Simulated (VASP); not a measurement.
# Ru (P6_3/mmc) in VASP: notebook

Ru is run at these levels: BLYP; tasks: single point.

Everything below comes from runs of VASP 6.6.1. Logs are shortened: lines on timing, memory, paths and dates and some standing lists are left out, and cuts for length are marked.

## (1) The cell of the first run

It takes space group P6_3/mmc (No. 194, hexagonal). Conventional cell: a = 2.653 Å, b = 2.653 Å, c = 4.167 Å, α = 90.00°, β = 90.00°, γ = 120.00°. Ru (site symmetry -6m2) has 12 Ru at 2.59 to 2.65 Å within 3.4 Å.

## (2) Single point, BLYP (volume scaled by 0.88)

The input, INCAR:

```
  AGGAC = 1.0
  AGGAX = 1.0
  ALDAC = 0.0
  ALDAX = 1.0
  ALGO = Normal
  EDIFF = 1E-6
  ENCUT = 520
  GGA = B5
  ISIF = 2
  ISMEAR = -1
  LASPH = True
  LCHARG = False
  LREAL = False
  LWAVE = False
  NBANDS = 21
  NELM = 80
  PREC = Accurate
  SIGMA = 0.1
```

The input, KPOINTS:

```
k-points
0
Gamma
  21 21 12
```

The input, POSCAR:

```
Ru
1.0
    2.6528476471      0.0000000000      0.0000000000
   -1.3264238235      2.2974334548      0.0000000000
    0.0000000000      0.0000000000      4.1668817222
Ru
2
Direct
    0.3333333333      0.6666666667      0.2500000000
    0.6666666667      0.3333333333      0.7500000000
```

Potentials or basis: VASP PAW PBE potentials, release 64 (Ru_pv).

On the command line:

```sh
cat potpaw_PBE.64/Ru_pv/POTCAR > POTCAR
mpirun -np 1 vasp_std > vasp.out
```

OUTCAR:

```text
EDIFF = 1E-6
   ENCUT = 520
   GGA = B5
   ISIF = 2
   ISMEAR = -1
   LASPH = True
   LREAL = False
   NELM = 80
   PREC = Accurate

 ion  position               nearest neighbor table
   1  0.333  0.667  0.250-   2 2.59   2 2.59   2 2.59   2 2.59   2 2.59   2 2.59
   2  0.667  0.333  0.750-   1 2.59   1 2.59   1 2.59   1 2.59   1 2.59   1 2.59

  LATTYP: Found a hexagonal cell.
 ALAT       =     2.6528476471
 C/A-ratio  =     1.5707203264

  Lattice vectors:

 A1 = (   2.6528476471,   0.0000000000,   0.0000000000)
 A2 = (  -1.3264238235,   2.2974334548,   0.0000000000)
 A3 = (   0.0000000000,   0.0000000000,   4.1668817222)

Analysis of symmetry for initial positions (statically):
=====================================================================
 Subroutine PRICEL returns:
 Original cell was already a primitive cell.

 Routine SETGRP: Setting up the symmetry group for a
 hexagonal supercell.

 Subroutine GETGRP returns: Found 24 space group operations
 (whereof 12 operations were pure point group operations)
 out of a pool of 24 trial point group operations.

The static configuration has the point symmetry D_3d.
 The point group associated with its full space group is D_6h.

Analysis of symmetry for dynamics (positions and initial velocities):
=====================================================================
 Subroutine PRICEL returns:
 Original cell was already a primitive cell.

 Routine SETGRP: Setting up the symmetry group for a
 hexagonal supercell.

 Subroutine GETGRP returns: Found 24 space group operations
 (whereof 12 operations were pure point group operations)
 out of a pool of 24 trial point group operations.

The dynamic configuration has the point symmetry D_3d.
 The point group associated with its full space group is D_6h.

 Subroutine INISYM returns: Found 24 space group operations
 (whereof 12 operations are pure point group operations),
 and found     1 'primitive' translations

----------------------------------------------------------------------------------------

                                     Primitive cell

  volume of cell :      25.3961

  direct lattice vectors                    reciprocal lattice vectors
     2.652847647  0.000000000  0.000000000     0.376953423  0.217634160  0.000000000
    -1.326423824  2.297433455  0.000000000     0.000000000  0.435268320  0.000000000
     0.000000000  0.000000000  4.166881722     0.000000000  0.000000000  0.239987613

  length of vectors
     2.652847647  2.652847647  4.166881722     0.435268320  0.435268320  0.239987613

  position of ions in fractional coordinates (direct lattice)
     0.333333333  0.666666667  0.250000000
     0.666666667  0.333333333  0.750000000

  ion indices of the primitive-cell ions
   primitive index   ion index
                 1           1
                 2           2

----------------------------------------------------------------------------------------

 KPOINTS: k-points

Automatic generation of k-mesh.
 Grid dimensions read from file:
 generate k-points for:   21   21   12

 Generating k-lattice:

  Cartesian coordinates                     Fractional coordinates (reciprocal lattice)
     0.017950163  0.010363531  0.000000000     0.047619048  0.000000000  0.000000000
     0.000000000  0.020727063  0.000000000     0.000000000  0.047619048  0.000000000
     0.000000000  0.000000000  0.019998968     0.000000000  0.000000000  0.083333333

  Length of vectors
     0.020727063  0.020727063  0.019998968

  Shift w.r.t. Gamma in fractional coordinates (k-lattice)
     0.000000000  0.000000000  0.000000000

 Subroutine IBZKPT returns following result:
 ===========================================

 Found    336 irreducible k-points:

 Following reciprocal coordinates:
            Coordinates               Weight
  0.000000  0.000000  0.000000      1.000000
  0.047619  0.000000  0.000000      6.000000
  0.095238  0.000000  0.000000      6.000000
  0.142857  0.000000  0.000000      6.000000
  0.190476  0.000000  0.000000      6.000000
  0.238095  0.000000  0.000000      6.000000
[... 16 lines left out ...]
  0.142857  0.095238  0.000000     12.000000
  0.190476  0.095238  0.000000     12.000000
 [... further k-points ...]
   k-points           NKPTS =    336   k-points in BZ     NKDIM =    336   number of bands    NBANDS=     21
   number of dos      NEDOS =    301   number of ions     NIONS =      2
   total plane-waves  NPLWV =  12800
   dimension x,y,z NGX =    20 NGY =   20 NGZ =   32
   dimension x,y,z NGXF=    40 NGYF=   40 NGZF=   64
   ions per type =               2
   NGX,Y,Z   is equivalent  to a cutoff of  12.53, 12.53, 12.77 a.u.
   NGXF,Y,Z  is equivalent  to a cutoff of  25.07, 25.07, 25.53 a.u.
 SYSTEM =  unknown system
   PREC   = accura    normal or accurate (medium, high low for compatibility)
   ISTART =      0    job   : 0-new  1-cont  2-samecut
   ICHARG =      2    charge: 1-file 2-atom 10-const
   ISPIN  =      1    spin polarized calculation?
   LNONCOLLINEAR =      F non collinear calculations
   LSORBIT =      F    spin-orbit coupling
   LASPH  =      T    aspherical Exc in radial PAW
   ENCUT  =  520.0 eV  38.22 Ry    6.18 a.u.   4.93  4.93  7.75*2*pi/ulx,y,z
   NELM   =     80;   NELMIN=  2; NELMDL= -5     # of ELM steps
   EDIFF  = 0.1E-05   stopping-criterion for ELM
   LREAL  =      F    real-space projection
   EDIFFG = 0.1E-04   stopping-criterion for IOM
   NSW    =      0    number of steps for IOM
   IBRION =     -1    ionic relax: 0-MD 1-quasi-New 2-CG
   NFREE  =      0    steps in history (QN), initial steepest desc. (CG)
   ISIF   =      2    stress and relaxation
   ISYM   =      2    0-nonsym 1-usesym 2-fastsym
   POTIM  = 0.5000    time-step for ionic-motion
   TEBEG  =    0.0;   TEEND  =   0.0 temperature during run
   PSTRESS=    0.0 pullay stress
   NELECT =      28.0000    total number of electrons
   NUPDOWN=      -1.0000    fix difference up-down
   EMIN   =  10.00;   EMAX   =-10.00  energy-range for DOS
   EFERMI =   0.00;   METHOD = LEGACY
   ISMEAR =    -1;   SIGMA  =   0.10  broadening in eV -4-tet -1-fermi 0-gaus
   EFERMI_NEDOS =   21; number of points for ismear=-14 and -15
   IALGO  =     38    algorithm
   IMIX   =      4    mixing-type and parameters
     AMIX     =   0.40;   BMIX     =  1.00
     AMIX_MAG =   1.60;   BMIX_MAG =  1.00
  volume/ion in A,a.u.               =      12.70        85.69
  Fermi-wavevector in a.u.,A,eV,Ry     =   1.691240  3.195981 38.916668  2.860294
  Thomas-Fermi vector in A             =   2.773043
   LORBIT       =      0    0 simple, 1 ext, 2 COOP (PROOUT), +10 PAW based schemes
   GGA     = B5    functional components
   LHFCALC =     F    Hartree Fock is set to
   AEXX    =    0.0000 exact exchange contribution
   IVDW    =     0    specifies the selected vdW correction
   LEPSILON=     F    determine dielectric tensor
   LRPA    =     F    only Hartree local field effects (RPA)
 non-spin polarized calculation
  energy-cutoff  :      520.00
  volume of cell :       25.40
 maximum number of plane-waves:       702
 NGX is ok and might be reduce to    20
   NGX =  9   NGY =  9   NGZ = 15

 number of electron      27.9999995 magnetization

 Free energy of the ion-electron system (eV)
  ---------------------------------------------------
  ext. energy  EPLUGINS =         0.00000000
  ---------------------------------------------------
  free energy    TOTEN  =       -15.41009628 eV

  energy without entropy =      -15.35930240  energy(sigma->0) =      -15.38469934

 E-fermi :  14.6714     XC(G=0): -13.8575

 val. band max:       14.6693984712   @ k =   0.1905   0.0952   0.0000
 cond. band min:      14.6730872202   @ k =   0.1429   0.1429   0.0000
 fundamental gap:      0.0036887490
 Fermi energy:        14.6713596874

 k-point     1 :       0.0000    0.0000    0.0000
  band No.  band energies     occupation
      1     -29.1653      2.00000
      2     -27.9935      2.00000
      3     -27.9935      2.00000
      4     -27.7739      2.00000
      5     -27.7739      2.00000
      6     -27.7097      2.00000
[... 13 lines left out ...]
     20      24.7189      0.00000
     21      26.0151      0.00000

 k-point     2 :       0.0476    0.0000    0.0000
  band No.  band energies     occupation
      1     -29.1556      2.00000
      2     -28.0141      2.00000
      3     -28.0006      2.00000
      4     -27.7955      2.00000
      5     -27.7765      2.00000
      6     -27.7144      2.00000
[... 13 lines left out ...]
     20      24.7189      0.00000
     21      26.0031      0.00000

 k-point     3 :       0.0952    0.0000    0.0000
  band No.  band energies     occupation
      1     -29.1268      2.00000
      2     -28.0741      2.00000
      3     -28.0209      2.00000
      4     -27.8578      2.00000
      5     -27.7843      2.00000
      6     -27.7284      2.00000
[... 13 lines left out ...]
     20      24.7189      0.00000
     21      25.9621      0.00000

 k-point     4 :       0.1429    0.0000    0.0000
  band No.  band energies     occupation
      1     -29.0803      2.00000
      2     -28.1681      2.00000
      3     -28.0521      2.00000
      4     -27.9541      2.00000
      5     -27.7972      2.00000
      6     -27.7518      2.00000
[... 13 lines left out ...]
     20      24.7188      0.00000
     21      25.8838      0.00000

 k-point     5 :       0.1905    0.0000    0.0000
  band No.  band energies     occupation
      1     -29.0181      2.00000
      2     -28.2877      2.00000
      3     -28.0907      2.00000
      4     -28.0741      2.00000
      5     -27.8146      2.00000
      6     -27.7845      2.00000
[... 13 lines left out ...]
     20      24.7187      0.00000
     21      25.7694      0.00000
[... 382 lines left out ...]
     20      24.7150      0.00000
     21      26.5586      0.00000

 k-point    22 :       0.0952    0.0952    0.0000
  band No.  band energies     occupation
      1     -29.0532      2.00000
      2     -28.2020      2.00000
      3     -28.1151      2.00000
      4     -27.9682      2.00000
      5     -27.8182      2.00000
      6     -27.7659      2.00000
[... 13 lines left out ...]
     20      24.7188      0.00000
     21      25.8404      0.00000

 k-point    23 :       0.1429    0.0952    0.0000
  band No.  band energies     occupation
      1     -28.9922      2.00000
      2     -28.3025      2.00000
      3     -28.2050      2.00000
      4     -28.0327      2.00000
      5     -27.8449      2.00000
      6     -27.7986      2.00000
[... 13 lines left out ...]
     20      24.7187      0.00000
     21      25.7409      0.00000

 k-point    24 :       0.1905    0.0952    0.0000
  band No.  band energies     occupation
      1     -28.9184      2.00000
      2     -28.4238      2.00000
      3     -28.3022      2.00000
      4     -28.1004      2.00000
      5     -27.8727      2.00000
      6     -27.8405      2.00000
[... 13 lines left out ...]
     20      24.7184      0.00000
     21      25.6396      0.00000

 [... further k-points ...]

------------------------ aborting loop because EDIFF is reached ----------------------------------------

  FORCE on cell =-STRESS in cart. coord.  units (eV):
  Direction    XX          YY          ZZ          XY          YZ          ZX
  --------------------------------------------------------------------------------------
  -------------------------------------------------------------------------------------
  Total        7.3963072      7.3963072      8.1060677      0.0000000      0.0000000     -0.0000000
  in kB      466.6154343    466.6154343    511.3925363      0.0000000      0.0000000     -0.0000000
  external PRESSURE =     481.5411350 kB  Pullay stress =       0.0000000 kB

 VOLUME and BASIS-vectors are now :
 -----------------------------------------------------------------------------
  energy-cutoff  :      520.00
  volume of cell :       25.40
      direct lattice vectors                 reciprocal lattice vectors
     2.652847647  0.000000000  0.000000000     0.376953423  0.217634160  0.000000000
    -1.326423824  2.297433455  0.000000000     0.000000000  0.435268320  0.000000000
     0.000000000  0.000000000  4.166881722     0.000000000  0.000000000  0.239987613

 POSITION                                       TOTAL-FORCE (eV/Angst)
 -----------------------------------------------------------------------------------
     -0.00000      1.53162      1.04172         0.000000     -0.000000      0.000000
      1.32642      0.76581      3.12516        -0.000000      0.000000      0.000000
 -----------------------------------------------------------------------------------
    total drift:                                0.000000     -0.000000      0.000000

  FREE ENERGIE OF THE ION-ELECTRON SYSTEM (eV)
  ---------------------------------------------------
  free  energy   TOTEN  =       -15.4100962811 eV

  energy  without entropy=      -15.3593024026  energy(sigma->0) =      -15.38469934
```

Wall time 56 s (1 thread of Intel Xeon 6975P-C (Granite Rapids), shared host); peak memory 0.25 GiB.

Results:

```
Free energy            : -15.4101 eV
Pressure               : 48.2 GPa
Band gap on the k mesh : zero (band 14 reaches 16.35 eV, above the bottom of band 15 at 12.81 eV)
```

Levels at points of the mesh, in eV from the Fermi level:
| k point | band 10 | band 11 | band 12 | band 13 | band 14 | band 15 | band 16 | band 17 | band 18 | band 19 |
| --- | --- | --- | --- | --- | --- | --- | --- | --- | --- | --- |
| (0.00, 0.00, 0.00) | -2.91 | -2.63 | -2.14 | -2.14 | -1.64 | -1.64 | 1.26 | 1.26 | 1.79 | 10.03 |
| (0.00, 0.00, 0.50) | -3.11 | -3.11 | -3.11 | -2.79 | -2.79 | 0.57 | 0.57 | 0.57 | 0.57 | 10.05 |

Caveat: the PAW data sets were made with another functional, which shifts forces and pressure a little.

## (3) Single point, BLYP (volume scaled by 0.92)

The input, INCAR:

```
SYSTEM = Ru
AGGAC = 1.0
AGGAX = 1.0
ALDAC = 0.0
ALDAX = 1.0
ALGO = Normal
EDIFF = 1E-6
ENCUT = 520
GGA = B5
ISIF = 2
ISMEAR = -1
LASPH = .TRUE.
LCHARG = .FALSE.
LREAL = .FALSE.
LWAVE = .FALSE.
NBANDS = 21
NELM = 60
PREC = Accurate
SIGMA = 0.1
```

The input, KPOINTS:

```
k-points
0
G
  21 21 12
  0 0 0
```

The input, POSCAR:

```
Ru
1.0
    2.6924482264      0.0000000000      0.0000000000
   -1.3462241132      2.3317285625      0.0000000000
    0.0000000000      0.0000000000      4.2290831571
Ru
2
Direct
    0.3333333333      0.6666666667      0.2500000000
    0.6666666667      0.3333333333      0.7500000000
```

Potentials or basis: VASP PAW PBE potentials, release 64 (Ru_pv).

On the command line:

```sh
cat potpaw_PBE.64/Ru_pv/POTCAR > POTCAR
mpirun -np 1 vasp_std > vasp.out
```

Run time: 62 s. Hardware: 1 thread of Intel Xeon 6975P-C (Granite Rapids), shared host; peak memory 0.25 GiB.

It converged, with:

* Free energy: -15.6842 eV
* Pressure: 28.5 GPa
* Band gap on the k mesh: zero (band 14 reaches 15.37 eV, above the bottom of band 15 at 12.08 eV)

Stress tensor (GPa, compression positive):
```
27.48  0.00  0.00
 0.00 27.48  0.00
 0.00  0.00 30.40
```

Levels at points of the mesh, in eV from the Fermi level:
```tsv
k point	band 11	band 12	band 13	band 14	band 15	band 16	band 17	band 18
(0.00, 0.00, 0.00)	-2.46	-2.00	-2.00	-1.54	-1.54	1.19	1.19	1.71
(0.00, 0.00, 0.50)	-2.91	-2.91	-2.66	-2.66	0.53	0.53	0.53	0.53
```

Caveat: the PAW data sets were made with another functional, which shifts forces and pressure a little.
